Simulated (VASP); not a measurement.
# B5C2 (C2/m) in VASP: a series of runs

The runs below take B5C2 through single point, relaxation of cell and atoms, with PBE.

Program: VASP 6.6.1. These are calculated values, not measurements. Logs are shortened: lines on timing, memory, paths and dates and some standing lists are left out, and cuts for length are marked.

### 1 The cell of the first run

The structure is monoclinic, space group C2/m (No. 12). The conventional cell has a = 8.202 Å, b = 5.522 Å, c = 4.756 Å, α = 90.00°, β = 116.13°, γ = 90.00°. Within 2.1 Å of B (site symmetry 1) lie 2 C at 1.60 to 1.69 Å and 4 B at 1.74 to 1.83 Å. B (site symmetry 1) has 5 B at 1.65 to 1.78 Å and 1 C at 1.81 Å within 2.2 Å. B (site symmetry m) has 2 C at 1.63 to 1.76 Å and 4 B at 1.70 to 1.83 Å within 2.2 Å. Within 2.1 Å of C (site symmetry m) lie 3 B at 1.60 to 1.63 Å and 1 C at 1.78 Å. C (site symmetry m) has 1 C at 1.53 Å and 5 B at 1.69 to 1.81 Å within 2.0 Å.

### 2 Single point, PBE

File INCAR:

```
  ALGO = Normal
  EDIFF = 1E-6
  ENCUT = 520
  GGA = PE
  ISIF = 2
  ISMEAR = 0
  LASPH = T
  LCHARG = F
  LREAL = F
  LWAVE = F
  NBANDS = 36
  NELM = 100
  PREC = Accurate
  SIGMA = 0.2
```

File KPOINTS:

```
k-points
0
Gamma
  4 4 4
```

File POSCAR:

```
B5C2
1.0
    4.1007600581     -2.7610089377      0.0537560551
    4.1007600581      2.7610089377      0.0537560551
   -2.1506504430      0.0000000000      4.2419009023
B C
10 4
Direct
    0.7943856388      0.3155397917      0.2134917520
    0.6844602083      0.2056143612      0.7865082480
    0.2056143612      0.6844602083      0.7865082480
    0.3155397917      0.7943856388      0.2134917520
    0.6708231909      0.9934798205      0.0063563123
    0.3291768091      0.0065201795      0.9936436877
    0.9934798205      0.6708231909      0.0063563123
    0.0065201795      0.3291768091      0.9936436877
    0.7905401600      0.7905401600      0.6767929827
    0.2094598400      0.2094598400      0.3232070173
    0.5790537202      0.5790537202      0.4184895278
    0.4209462798      0.4209462798      0.5815104722
    0.9993368087      0.9993368087      0.3383264163
    0.0006631913      0.0006631913      0.6616735837
```

Potentials or basis: VASP PAW PBE potentials, release 64 (B, C).

Run with:

```
$ cat potpaw_PBE.64/B/POTCAR potpaw_PBE.64/C/POTCAR > POTCAR
$ mpirun -np 1 vasp_std > vasp.out
```

OUTCAR:

```text
EDIFF = 1E-6
   ENCUT = 520
   GGA = PE
   ISIF = 2
   ISMEAR = 0
   LASPH = T
   LREAL = F
   NELM = 100
   PREC = Accurate

 ion  position               nearest neighbor table
   1  0.794  0.316  0.213-  11 1.60  13 1.69   5 1.74   8 1.76   2 1.82  10 1.83
   2  0.684  0.206  0.787-  12 1.60  14 1.69   8 1.74   5 1.76   1 1.82   9 1.83
   3  0.206  0.684  0.787-  12 1.60  14 1.69   6 1.74   7 1.76   4 1.82   9 1.83
   4  0.316  0.794  0.213-  11 1.60  13 1.69   7 1.74   6 1.76   3 1.82  10 1.83
   5  0.671  0.993  0.006-   6 1.65   9 1.70   1 1.74   2 1.76   7 1.78  13 1.81
   6  0.329  0.007  0.994-   5 1.65  10 1.70   3 1.74   4 1.76   8 1.78  14 1.81
   7  0.993  0.671  0.006-   8 1.65   9 1.70   4 1.74   3 1.76   5 1.78  13 1.81
   8  0.007  0.329  0.994-   7 1.65  10 1.70   2 1.74   1 1.76   6 1.78  14 1.81
   9  0.791  0.791  0.677-  11 1.63   7 1.70   5 1.70  14 1.76   2 1.83   3 1.83
  10  0.209  0.209  0.323-  12 1.63   8 1.70   6 1.70  13 1.76   1 1.83   4 1.83
  11  0.579  0.579  0.418-   1 1.60   4 1.60   9 1.63  12 1.78
  12  0.421  0.421  0.582-   2 1.60   3 1.60  10 1.63  11 1.78
  13  0.999  0.999  0.338-  14 1.53   4 1.69   1 1.69  10 1.76   5 1.81   7 1.81
  14  0.001  0.001  0.662-  13 1.53   3 1.69   2 1.69   9 1.76   6 1.81   8 1.81

  LATTYP: Found a base centered monoclinic cell.
 ALAT       =     8.2022247635
 B/A-ratio  =     0.6732341572
 C/A-ratio  =     0.5798360752
 COS(beta)  =    -0.4404726837

  Lattice vectors:

 A1 = (   4.1007600581,  -2.7610089377,   0.0537560551)
 A2 = (   4.1007600581,   2.7610089377,   0.0537560551)
 A3 = (  -2.1506504430,   0.0000000000,   4.2419009023)

Analysis of symmetry for initial positions (statically):
=====================================================================
 Subroutine PRICEL returns:
 Original cell was already a primitive cell.

 Routine SETGRP: Setting up the symmetry group for a
 base centered monoclinic supercell.

 Subroutine GETGRP returns: Found  4 space group operations
 (whereof  4 operations were pure point group operations)
 out of a pool of  4 trial point group operations.

The static configuration has the point symmetry C_2h.

Analysis of symmetry for dynamics (positions and initial velocities):
=====================================================================
 Subroutine PRICEL returns:
 Original cell was already a primitive cell.

 Routine SETGRP: Setting up the symmetry group for a
 base centered monoclinic supercell.

 Subroutine GETGRP returns: Found  4 space group operations
 (whereof  4 operations were pure point group operations)
 out of a pool of  4 trial point group operations.

The dynamic configuration has the point symmetry C_2h.

 Subroutine INISYM returns: Found  4 space group operations
 (whereof  4 operations are pure point group operations),
 and found     1 'primitive' translations

----------------------------------------------------------------------------------------

                                     Primitive cell

  volume of cell :      96.6940

  direct lattice vectors                    reciprocal lattice vectors
     4.100760058 -2.761008938  0.053756055     0.121123607 -0.181093220  0.061409859
     4.100760058  2.761008938  0.053756055     0.121123607  0.181093220  0.061409859
    -2.150650443  0.000000000  4.241900902    -0.003069910  0.000000000  0.234186917

  length of vectors
     4.943914757  4.943914757  4.755945815     0.226355591  0.226355591  0.234207038

  position of ions in fractional coordinates (direct lattice)
     0.794385639  0.315539792  0.213491752
     0.684460208  0.205614361  0.786508248
     0.205614361  0.684460208  0.786508248
     0.315539792  0.794385639  0.213491752
     0.670823191  0.993479820  0.006356312
     0.329176809  0.006520180  0.993643688
     0.993479820  0.670823191  0.006356312
     0.006520180  0.329176809  0.993643688
     0.790540160  0.790540160  0.676792983
     0.209459840  0.209459840  0.323207017
     0.579053720  0.579053720  0.418489528
     0.420946280  0.420946280  0.581510472
     0.999336809  0.999336809  0.338326416
     0.000663191  0.000663191  0.661673584

  ion indices of the primitive-cell ions
   primitive index   ion index
                 1           1
                 2           2
                 3           3
                 4           4
                 5           5
                 6           6
                 7           7
                 8           8
                 9           9
                10          10
                11          11
                12          12
                13          13
                14          14

----------------------------------------------------------------------------------------

 KPOINTS: k-points

Automatic generation of k-mesh.
 Grid dimensions read from file:
 generate k-points for:    4    4    4

 Generating k-lattice:

  Cartesian coordinates                     Fractional coordinates (reciprocal lattice)
     0.030280902 -0.045273305  0.015352465     0.250000000 -0.000000000  0.000000000
     0.030280902  0.045273305  0.015352465    -0.000000000  0.250000000  0.000000000
    -0.000767478  0.000000000  0.058546729    -0.000000000 -0.000000000  0.250000000

  Length of vectors
     0.056588898  0.056588898  0.058551760

  Shift w.r.t. Gamma in fractional coordinates (k-lattice)
     0.000000000  0.000000000  0.000000000

 Subroutine IBZKPT returns following result:
 ===========================================

 Found     24 irreducible k-points:

 Following reciprocal coordinates:
            Coordinates               Weight
  0.000000  0.000000  0.000000      1.000000
  0.250000  0.000000  0.000000      4.000000
  0.500000  0.000000  0.000000      2.000000
  0.250000  0.250000  0.000000      2.000000
  0.500000  0.250000  0.000000      4.000000
 -0.250000  0.250000  0.000000      2.000000
[... 16 lines left out ...]
 -0.250000  0.250000  0.500000      2.000000
  0.500000  0.500000  0.500000      1.000000
   k-points           NKPTS =     24   k-points in BZ     NKDIM =     24   number of bands    NBANDS=     36
   number of dos      NEDOS =    301   number of ions     NIONS =     14
   total plane-waves  NPLWV =  57600
   dimension x,y,z NGX =    40 NGY =   40 NGZ =   36
   dimension x,y,z NGXF=    80 NGYF=   80 NGZF=   72
   ions per type =              10   4
   NGX,Y,Z   is equivalent  to a cutoff of  13.45, 13.45, 12.58 a.u.
   NGXF,Y,Z  is equivalent  to a cutoff of  26.90, 26.90, 25.17 a.u.
 SYSTEM =  unknown system
   PREC   = accura    normal or accurate (medium, high low for compatibility)
   ISTART =      0    job   : 0-new  1-cont  2-samecut
   ICHARG =      2    charge: 1-file 2-atom 10-const
   ISPIN  =      1    spin polarized calculation?
   LNONCOLLINEAR =      F non collinear calculations
   LSORBIT =      F    spin-orbit coupling
   LASPH  =      T    aspherical Exc in radial PAW
   ENCUT  =  520.0 eV  38.22 Ry    6.18 a.u.   9.19  9.19  8.84*2*pi/ulx,y,z
   NELM   =    100;   NELMIN=  2; NELMDL= -5     # of ELM steps
   EDIFF  = 0.1E-05   stopping-criterion for ELM
   LREAL  =      F    real-space projection
   EDIFFG = 0.1E-04   stopping-criterion for IOM
   NSW    =      0    number of steps for IOM
   IBRION =     -1    ionic relax: 0-MD 1-quasi-New 2-CG
   NFREE  =      0    steps in history (QN), initial steepest desc. (CG)
   ISIF   =      2    stress and relaxation
   ISYM   =      2    0-nonsym 1-usesym 2-fastsym
   POTIM  = 0.5000    time-step for ionic-motion
   TEBEG  =    0.0;   TEEND  =   0.0 temperature during run
   PSTRESS=    0.0 pullay stress
   NELECT =      46.0000    total number of electrons
   NUPDOWN=      -1.0000    fix difference up-down
   EMIN   =  10.00;   EMAX   =-10.00  energy-range for DOS
   EFERMI =   0.00;   METHOD = LEGACY
   ISMEAR =     0;   SIGMA  =   0.20  broadening in eV -4-tet -1-fermi 0-gaus
   EFERMI_NEDOS =   21; number of points for ismear=-14 and -15
   IALGO  =     38    algorithm
   IMIX   =      4    mixing-type and parameters
     AMIX     =   0.40;   BMIX     =  1.00
     AMIX_MAG =   1.60;   BMIX_MAG =  1.00
  volume/ion in A,a.u.               =       6.91        46.61
  Fermi-wavevector in a.u.,A,eV,Ry     =   1.277990  2.415052 22.221845  1.633259
  Thomas-Fermi vector in A             =   2.410559
   LORBIT       =      0    0 simple, 1 ext, 2 COOP (PROOUT), +10 PAW based schemes
   GGA     = PE    functional components
   LHFCALC =     F    Hartree Fock is set to
   AEXX    =    0.0000 exact exchange contribution
   IVDW    =     0    specifies the selected vdW correction
   LEPSILON=     F    determine dielectric tensor
   LRPA    =     F    only Hartree local field effects (RPA)
 non-spin polarized calculation
 Gauss-broadening in eV      SIGMA  =   0.20
  energy-cutoff  :      520.00
  volume of cell :       96.69
 maximum number of plane-waves:      2630
 NGX is ok and might be reduce to    40
   NGX = 19   NGY = 19   NGZ = 17

 number of electron      46.0000000 magnetization

 Free energy of the ion-electron system (eV)
  ---------------------------------------------------
  ext. energy  EPLUGINS =         0.00000000
  ---------------------------------------------------
  free energy    TOTEN  =      -103.54793545 eV

  energy without entropy =     -103.54793545  energy(sigma->0) =     -103.54793545

 E-fermi :   6.8092     XC(G=0): -11.8398

 val. band max:        5.9012406455   @ k =   0.0000   0.0000   0.0000
 cond. band min:       8.4319028870   @ k =   0.5000   0.5000   0.0000
 fundamental gap:      2.5306622415
 Fermi energy:         6.8092127283

 k-point     1 :       0.0000    0.0000    0.0000
  band No.  band energies     occupation
      1     -11.6072      2.00000
      2      -7.0034      2.00000
      3      -6.7545      2.00000
      4      -5.5883      2.00000
      5      -5.1840      2.00000
      6      -4.9420      2.00000
[... 901 lines left out ...]
     34      14.4540      0.00000
     35      14.6045      0.00000
 [bands above 35 left out]

------------------------ aborting loop because EDIFF is reached ----------------------------------------

  FORCE on cell =-STRESS in cart. coord.  units (eV):
  Direction    XX          YY          ZZ          XY          YZ          ZX
  --------------------------------------------------------------------------------------
  -------------------------------------------------------------------------------------
  Total       -0.1353894     -0.0593363     -0.0102001      0.0000000      0.0000000     -0.0052979
  in kB       -2.2433433     -0.9831772     -0.1690108      0.0000000      0.0000000     -0.0877840
  external PRESSURE =      -1.1318437 kB  Pullay stress =       0.0000000 kB

 VOLUME and BASIS-vectors are now :
 -----------------------------------------------------------------------------
  energy-cutoff  :      520.00
  volume of cell :       96.69
      direct lattice vectors                 reciprocal lattice vectors
     4.100760058 -2.761008938  0.053756055     0.121123607 -0.181093220  0.061409859
     4.100760058  2.761008938  0.053756055     0.121123607  0.181093220  0.061409859
    -2.150650443  0.000000000  4.241900902    -0.003069910  0.000000000  0.234186917

 POSITION                                       TOTAL-FORCE (eV/Angst)
 -----------------------------------------------------------------------------------
      4.09239     -1.32210      0.96528        -0.011111      0.013687      0.006445
      1.95848     -1.32210      3.38414         0.011111      0.013687     -0.006445
      1.95848      1.32210      3.38414         0.011111     -0.013687     -0.006445
      4.09239      1.32210      0.96528        -0.011111     -0.013687      0.006445
      6.81124      0.89086      0.11643        -0.021297      0.008732      0.004239
     -0.76037     -0.89086      4.23298         0.021297     -0.008732     -0.004239
      6.81124     -0.89086      0.11643        -0.021297     -0.008732      0.004239
     -0.76037      0.89086      4.23298         0.021297      0.008732     -0.004239
      5.02809      0.00000      2.95588        -0.015765      0.000000     -0.007795
      1.02278      0.00000      1.39353         0.015765      0.000000      0.007795
      3.84910      0.00000      1.83745         0.008916      0.000000     -0.007450
      2.20177      0.00000      2.51197        -0.008916      0.000000      0.007450
      7.46846      0.00000      1.54259         0.016908      0.000000      0.001718
     -1.41759      0.00000      2.80683        -0.016908      0.000000     -0.001718
 -----------------------------------------------------------------------------------
    total drift:                                0.000000     -0.000000     -0.000000

  FREE ENERGIE OF THE ION-ELECTRON SYSTEM (eV)
  ---------------------------------------------------
  free  energy   TOTEN  =      -103.5479354492 eV

  energy  without entropy=     -103.5479354492  energy(sigma->0) =     -103.54793545
```

Wall time 48 s (1 thread of Intel Xeon 6975P-C (Granite Rapids), shared host); peak memory 0.24 GiB.

Results:

| Property | Result |
| --- | --- |
| Free energy | -103.5479 eV |
| Pressure | -0.1 GPa |
| Largest force | 0.023 eV/Å |
| Band gap on the k mesh | 2.53 eV, indirect (least direct gap 2.92 eV) |

Forces in eV/Å, atoms in the order of the input:
```
B   -0.011  0.014  0.006
B    0.011  0.014 -0.006
B    0.011 -0.014 -0.006
B   -0.011 -0.014  0.006
B   -0.021  0.009  0.004
B    0.021 -0.009 -0.004
B   -0.021 -0.009  0.004
B    0.021  0.009 -0.004
B   -0.016  0.000 -0.008
B    0.016  0.000  0.008
C    0.009  0.000 -0.007
C   -0.009  0.000  0.007
C    0.017  0.000  0.002
C   -0.017  0.000 -0.002
```

Levels at points of the mesh, in eV from the valence-band top:
| k point | band 19 | band 20 | band 21 | band 22 | band 23 | band 24 | band 25 | band 26 | band 27 | band 28 |
| --- | --- | --- | --- | --- | --- | --- | --- | --- | --- | --- |
| (0.00, 0.00, 0.00) | -1.94 | -1.82 | -1.16 | -0.23 | 0.00 | 5.00 | 5.32 | 5.50 | 5.96 | 6.08 |
| (0.50, 0.00, 0.00) | -2.40 | -2.35 | -2.07 | -0.95 | -0.74 | 2.79 | 3.71 | 4.29 | 6.11 | 7.05 |
| (0.50, 0.50, 0.00) | -2.72 | -1.89 | -1.82 | -1.36 | -1.23 | 2.53 | 3.86 | 5.18 | 5.44 | 5.53 |
| (0.00, 0.00, 0.50) | -2.01 | -1.99 | -1.87 | -1.39 | -0.12 | 2.92 | 3.83 | 4.61 | 4.79 | 5.99 |
| (0.50, 0.00, 0.50) | -2.86 | -1.70 | -1.58 | -1.02 | -0.61 | 2.96 | 3.56 | 4.93 | 5.35 | 6.27 |
| (0.50, 0.50, 0.50) | -1.87 | -1.43 | -1.04 | -1.02 | -0.33 | 2.59 | 2.74 | 4.03 | 4.62 | 5.19 |

A k mesh can miss the band edges. A hybrid or GW would open this gap; PBE tends to underestimate it.

(Part 1 of 2 ends here.)
